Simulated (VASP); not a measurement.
# In4Ru (I4/mmm) in VASP: notebook

The runs below take In4Ru through single point, relaxation of cell and atoms, with PBE.

Program: VASP 6.6.1. These are calculated values, not measurements. Logs are shortened: lines on timing, memory, paths and dates and some standing lists are left out, and cuts for length are marked.

### 1 The cell of the first run

It takes space group I4/mmm (No. 139, tetragonal). Conventional cell: a = 8.050 Å, b = 8.050 Å, c = 5.294 Å, α = 90.00°, β = 90.00°, γ = 90.00°. Within 3.4 Å of In (site symmetry m2m) lie 1 Ru at 2.56 Å and 5 In at 2.93 to 3.36 Å. Within 3.4 Å of Ru (site symmetry 4/mmm) lie 4 In at 2.56 Å.

### 2 Single point, PBE

Input file INCAR:

```
SYSTEM = In4Ru
PREC     = Accurate       ! precision mode
ENCUT    = 520            ! plane-wave cutoff, eV
EDIFF    = 1E-6           ! SCF threshold, eV
ISMEAR   = 0              ! smearing method
SIGMA    = 0.2            ! smearing width, eV
LREAL    = .FALSE.        ! projectors in reciprocal space
LASPH    = .TRUE.         ! aspherical terms in the spheres
NELM     = 80             ! most SCF steps
ALGO     = Fast           ! electronic algorithm
ISIF     = 2              ! what is computed and relaxed
LWAVE    = .FALSE.        ! write WAVECAR
LCHARG   = .FALSE.        ! write CHGCAR
GGA      = PE             ! functional
NBANDS   = 41             ! bands
```

Input file KPOINTS:

```
regular mesh
0
G
  4 4 4
  0 0 0
```

Input file POSCAR:

```
In4Ru
1.0
   -4.0251193648      4.0251193648      2.6470026182
    4.0251193648     -4.0251193648      2.6470026182
    4.0251193648      4.0251193648     -2.6470026182
In Ru
4 1
Direct
    0.0000000000      0.6818579804      0.6818579804
    0.0000000000      0.3181420196      0.3181420196
    0.6818579804      0.0000000000      0.6818579804
    0.3181420196      0.0000000000      0.3181420196
    0.0000000000      0.0000000000      0.0000000000
```

Potentials or basis: VASP PAW PBE potentials, release 64 (In_d, Ru_pv).

The run is started by

```bash
cat potpaw_PBE.64/In_d/POTCAR potpaw_PBE.64/Ru_pv/POTCAR > POTCAR
mpirun -np 1 vasp_std > vasp.out
```

OUTCAR:

```text
SYSTEM = In4Ru
   PREC = Accurate
   ENCUT = 520
   EDIFF = 1E-6
   ISMEAR = 0
   LREAL = .FALSE.
   LASPH = .TRUE.
   NELM = 80
   ISIF = 2
   GGA = PE

 ion  position               nearest neighbor table
   1  0.000  0.682  0.682-   5 2.56   2 2.93   4 3.36   3 3.36   3 3.36   4 3.36   4 3.62   3 3.62

   2  0.000  0.318  0.318-   5 2.56   1 2.93   3 3.36   3 3.36   4 3.36   4 3.36   3 3.62   4 3.62

   3  0.682  0.000  0.682-   5 2.56   4 2.93   1 3.36   2 3.36   1 3.36   2 3.36   1 3.62   2 3.62

   4  0.318  0.000  0.318-   5 2.56   3 2.93   1 3.36   1 3.36   2 3.36   2 3.36   1 3.62   2 3.62

   5  0.000  0.000  0.000-   1 2.56   2 2.56   3 2.56   4 2.56

  LATTYP: Found a body centered tetragonal cell.
 ALAT       =     8.0502387296
 C/A-ratio  =     0.6576208997

  Lattice vectors:

 A1 = (  -4.0251193648,   4.0251193648,   2.6470026182)
 A2 = (   4.0251193648,  -4.0251193648,   2.6470026182)
 A3 = (   4.0251193648,   4.0251193648,  -2.6470026182)

Analysis of symmetry for initial positions (statically):
=====================================================================
 Subroutine PRICEL returns:
 Original cell was already a primitive cell.

 Routine SETGRP: Setting up the symmetry group for a
 body centered tetragonal supercell.

 Subroutine GETGRP returns: Found 16 space group operations
 (whereof 16 operations were pure point group operations)
 out of a pool of 16 trial point group operations.

The static configuration has the point symmetry D_4h.

Analysis of symmetry for dynamics (positions and initial velocities):
=====================================================================
 Subroutine PRICEL returns:
 Original cell was already a primitive cell.

 Routine SETGRP: Setting up the symmetry group for a
 body centered tetragonal supercell.

 Subroutine GETGRP returns: Found 16 space group operations
 (whereof 16 operations were pure point group operations)
 out of a pool of 16 trial point group operations.

The dynamic configuration has the point symmetry D_4h.

 Subroutine INISYM returns: Found 16 space group operations
 (whereof 16 operations are pure point group operations),
 and found     1 'primitive' translations

----------------------------------------------------------------------------------------

                                     Primitive cell

  volume of cell :     171.5426

  direct lattice vectors                    reciprocal lattice vectors
    -4.025119365  4.025119365  2.647002618     0.000000000  0.124219919  0.188892900
     4.025119365 -4.025119365  2.647002618     0.124219919  0.000000000  0.188892900
     4.025119365  4.025119365 -2.647002618     0.124219919  0.124219919  0.000000000

  length of vectors
     6.277722092  6.277722092  6.277722092     0.226077676  0.226077676  0.175673494

  position of ions in fractional coordinates (direct lattice)
     0.000000000  0.681857980  0.681857980
     0.000000000  0.318142020  0.318142020
     0.681857980  0.000000000  0.681857980
     0.318142020  0.000000000  0.318142020
     0.000000000  0.000000000  0.000000000

  ion indices of the primitive-cell ions
   primitive index   ion index
                 1           1
                 2           2
                 3           3
                 4           4
                 5           5

----------------------------------------------------------------------------------------

 KPOINTS: regular mesh

Automatic generation of k-mesh.
 Grid dimensions read from file:
 generate k-points for:    4    4    4

 Generating k-lattice:

  Cartesian coordinates                     Fractional coordinates (reciprocal lattice)
     0.000000000  0.031054980  0.047223225     0.250000000  0.000000000  0.000000000
     0.031054980  0.000000000  0.047223225     0.000000000  0.250000000  0.000000000
     0.031054980  0.031054980  0.000000000     0.000000000  0.000000000  0.250000000

  Length of vectors
     0.056519419  0.056519419  0.043918373

  Shift w.r.t. Gamma in fractional coordinates (k-lattice)
     0.000000000  0.000000000  0.000000000

 Subroutine IBZKPT returns following result:
 ===========================================

 Found     13 irreducible k-points:

 Following reciprocal coordinates:
            Coordinates               Weight
  0.000000  0.000000  0.000000      1.000000
  0.250000  0.000000  0.000000      8.000000
  0.500000  0.000000  0.000000      4.000000
  0.250000  0.250000  0.000000      8.000000
  0.500000  0.250000  0.000000     16.000000
 -0.250000  0.250000  0.000000      4.000000
  0.500000  0.500000  0.000000      2.000000
  0.250000  0.250000  0.250000      2.000000
 -0.250000  0.250000  0.250000      4.000000
  0.500000  0.500000  0.250000      4.000000
 -0.250000  0.500000  0.250000      8.000000
 -0.250000 -0.250000  0.250000      2.000000
  0.500000  0.500000  0.500000      1.000000
   k-points           NKPTS =     13   k-points in BZ     NKDIM =     13   number of bands    NBANDS=     41
   number of dos      NEDOS =    301   number of ions     NIONS =      5
   total plane-waves  NPLWV = 110592
   dimension x,y,z NGX =    48 NGY =   48 NGZ =   48
   dimension x,y,z NGXF=    96 NGYF=   96 NGZF=   96
   ions per type =               4   1
   NGX,Y,Z   is equivalent  to a cutoff of  12.71, 12.71, 12.71 a.u.
   NGXF,Y,Z  is equivalent  to a cutoff of  25.42, 25.42, 25.42 a.u.
 SYSTEM =  In4Ru
   PREC   = accura    normal or accurate (medium, high low for compatibility)
   ISTART =      0    job   : 0-new  1-cont  2-samecut
   ICHARG =      2    charge: 1-file 2-atom 10-const
   ISPIN  =      1    spin polarized calculation?
   LNONCOLLINEAR =      F non collinear calculations
   LSORBIT =      F    spin-orbit coupling
   LASPH  =      T    aspherical Exc in radial PAW
   ENCUT  =  520.0 eV  38.22 Ry    6.18 a.u.  11.67 11.67 11.67*2*pi/ulx,y,z
   NELM   =     80;   NELMIN=  2; NELMDL= -5     # of ELM steps
   EDIFF  = 0.1E-05   stopping-criterion for ELM
   LREAL  =      F    real-space projection
   EDIFFG = 0.1E-04   stopping-criterion for IOM
   NSW    =      0    number of steps for IOM
   IBRION =     -1    ionic relax: 0-MD 1-quasi-New 2-CG
   NFREE  =      0    steps in history (QN), initial steepest desc. (CG)
   ISIF   =      2    stress and relaxation
   ISYM   =      2    0-nonsym 1-usesym 2-fastsym
   POTIM  = 0.5000    time-step for ionic-motion
   TEBEG  =    0.0;   TEEND  =   0.0 temperature during run
   PSTRESS=    0.0 pullay stress
   NELECT =      66.0000    total number of electrons
   NUPDOWN=      -1.0000    fix difference up-down
   EMIN   =  10.00;   EMAX   =-10.00  energy-range for DOS
   EFERMI =   0.00;   METHOD = LEGACY
   ISMEAR =     0;   SIGMA  =   0.20  broadening in eV -4-tet -1-fermi 0-gaus
   EFERMI_NEDOS =   21; number of points for ismear=-14 and -15
   IALGO  =     68    algorithm
   IMIX   =      4    mixing-type and parameters
     AMIX     =   0.40;   BMIX     =  1.00
     AMIX_MAG =   1.60;   BMIX_MAG =  1.00
  volume/ion in A,a.u.               =      34.31       231.53
  Fermi-wavevector in a.u.,A,eV,Ry     =   1.190690  2.250079 19.289573  1.417744
  Thomas-Fermi vector in A             =   2.326769
   LORBIT       =      0    0 simple, 1 ext, 2 COOP (PROOUT), +10 PAW based schemes
   GGA     = PE    functional components
   LHFCALC =     F    Hartree Fock is set to
   AEXX    =    0.0000 exact exchange contribution
   IVDW    =     0    specifies the selected vdW correction
   LEPSILON=     F    determine dielectric tensor
   LRPA    =     F    only Hartree local field effects (RPA)
 non-spin polarized calculation
 RMM-DIIS sequential band-by-band and
 Gauss-broadening in eV      SIGMA  =   0.20
  energy-cutoff  :      520.00
  volume of cell :      171.54
 maximum number of plane-waves:      4640
 NGX is ok and might be reduce to    48
   NGX = 23   NGY = 23   NGZ = 23

 number of electron      65.9999978 magnetization

 Free energy of the ion-electron system (eV)
  ---------------------------------------------------
  ext. energy  EPLUGINS =         0.00000000
  ---------------------------------------------------
  free energy    TOTEN  =       -16.19803423 eV

  energy without entropy =      -16.11087088  energy(sigma->0) =      -16.15445256

 E-fermi :   4.0339     XC(G=0):  -8.6385

 val. band max:        4.0090695906   @ k =   0.5000   0.0000   0.0000
 cond. band min:       4.1082061079   @ k =   0.2500   0.2500   0.0000
 fundamental gap:      0.0991365173
 Fermi energy:         4.0338648236

 k-point     1 :       0.0000    0.0000    0.0000
  band No.  band energies     occupation
      1     -37.5498      2.00000
      2     -37.5498      2.00000
      3     -37.1998      2.00000
      4     -10.6175      2.00000
      5     -10.5682      2.00000
      6     -10.4936      2.00000
[... 33 lines left out ...]
     40       7.5277      0.00000
     41       8.8593      0.00000

 k-point     2 :       0.2500    0.0000    0.0000
  band No.  band energies     occupation
      1     -37.5498      2.00000
      2     -37.5498      2.00000
      3     -37.1998      2.00000
      4     -10.6000      2.00000
      5     -10.5532      2.00000
      6     -10.4904      2.00000
[... 33 lines left out ...]
     40       8.0190      0.00000
     41       9.3121      0.00000

 k-point     3 :       0.5000    0.0000    0.0000
  band No.  band energies     occupation
      1     -37.5498      2.00000
      2     -37.5498      2.00000
      3     -37.1998      2.00000
      4     -10.5890      2.00000
      5     -10.5262      2.00000
      6     -10.4615      2.00000
[... 33 lines left out ...]
     40       8.4919      0.00000
     41       9.2980      0.00000

 k-point     4 :       0.2500    0.2500    0.0000
  band No.  band energies     occupation
      1     -37.5498      2.00000
      2     -37.5498      2.00000
      3     -37.1998      2.00000
      4     -10.5666      2.00000
      5     -10.5531      2.00000
      6     -10.4675      2.00000
[... 341 lines left out ...]
     40       8.2939      0.00000
     41       9.2830      0.00000

 k-point    12 :      -0.2500   -0.2500    0.2500
  band No.  band energies     occupation
      1     -37.5498      2.00000
      2     -37.5498      2.00000
      3     -37.1998      2.00000
      4     -10.5999      2.00000
      5     -10.5771      2.00000
      6     -10.4720      2.00000
[... 33 lines left out ...]
     40       8.7737      0.00000
     41       9.4668      0.00000

 k-point    13 :       0.5000    0.5000    0.5000
  band No.  band energies     occupation
      1     -37.5498      2.00000
      2     -37.5498      2.00000
      3     -37.1998      2.00000
      4     -10.5944      2.00000
      5     -10.5929      2.00000
      6     -10.5185      2.00000
[... 33 lines left out ...]
     40       8.6369      0.00000
     41       9.2502      0.00000

------------------------ aborting loop because EDIFF is reached ----------------------------------------

  FORCE on cell =-STRESS in cart. coord.  units (eV):
  Direction    XX          YY          ZZ          XY          YZ          ZX
  --------------------------------------------------------------------------------------
  -------------------------------------------------------------------------------------
  Total        0.4520955      0.4520955     -0.3896461      0.0000000      0.0000000      0.0000000
  in kB        4.2224928      4.2224928     -3.6392259      0.0000000      0.0000000      0.0000000
  external PRESSURE =       1.6019199 kB  Pullay stress =       0.0000000 kB

 VOLUME and BASIS-vectors are now :
 -----------------------------------------------------------------------------
  energy-cutoff  :      520.00
  volume of cell :      171.54
      direct lattice vectors                 reciprocal lattice vectors
    -4.025119365  4.025119365  2.647002618     0.000000000  0.124219919  0.188892900
     4.025119365 -4.025119365  2.647002618     0.124219919  0.000000000  0.188892900
     4.025119365  4.025119365 -2.647002618     0.124219919  0.124219919  0.000000000

 POSITION                                       TOTAL-FORCE (eV/Angst)
 -----------------------------------------------------------------------------------
      5.48912      0.00000      0.00000         0.038220     -0.000000      0.000000
      2.56112      0.00000      0.00000        -0.038220     -0.000000      0.000000
      0.00000      5.48912      0.00000        -0.000000      0.038220      0.000000
      0.00000      2.56112      0.00000        -0.000000     -0.038220      0.000000
      0.00000      0.00000      0.00000        -0.000000     -0.000000      0.000000
 -----------------------------------------------------------------------------------
    total drift:                               -0.000000     -0.000000      0.000000

  FREE ENERGIE OF THE ION-ELECTRON SYSTEM (eV)
  ---------------------------------------------------
  free  energy   TOTEN  =       -16.1980342317 eV

  energy  without entropy=      -16.1108708792  energy(sigma->0) =      -16.15445256
```

Run time: 4.5 min. Hardware: 1 thread of AMD EPYC 7R43 (Zen 3), shared host; peak memory 0.33 GiB.

Results:

| Property | Result |
| --- | --- |
| Free energy | -16.1980 eV |
| Pressure | 0.2 GPa |
| Largest force | 0.038 eV/Å |
| Band gap on the k mesh | zero (band 33 reaches 4.19 eV, above the bottom of band 34 at 3.69 eV) |

Forces in eV/Å, atoms in the order of the input:
```
In   0.038  0.000  0.000
In  -0.038  0.000  0.000
In   0.000  0.038  0.000
In   0.000 -0.038  0.000
Ru   0.000  0.000  0.000
```

Stress tensor (GPa, compression positive):
```
 0.42  0.00  0.00
 0.00  0.42  0.00
 0.00  0.00 -0.36
```

Levels at points of the mesh, in eV from the Fermi level:
| k point | band 29 | band 30 | band 31 | band 32 | band 33 | band 34 | band 35 | band 36 | band 37 | band 38 |
| --- | --- | --- | --- | --- | --- | --- | --- | --- | --- | --- |
| (0.00, 0.00, 0.00) | -2.01 | -0.82 | -0.82 | -0.78 | -0.51 | -0.33 | 1.04 | 1.31 | 1.31 | 2.94 |
| (0.50, 0.00, 0.00) | -1.99 | -1.00 | -0.90 | -0.67 | -0.02 | 0.24 | 0.61 | 1.55 | 2.81 | 3.13 |
| (0.50, 0.50, 0.00) | -1.62 | -0.79 | -0.63 | -0.44 | 0.16 | 0.42 | 0.74 | 1.14 | 1.43 | 2.87 |
| (0.50, 0.50, 0.50) | -1.41 | -1.23 | -0.71 | -0.71 | -0.71 | -0.34 | 3.22 | 3.22 | 3.75 | 3.75 |

Caveat: spin-orbit coupling is left out, which moves the levels of the heavy elements.

[end of part 1 of 3]
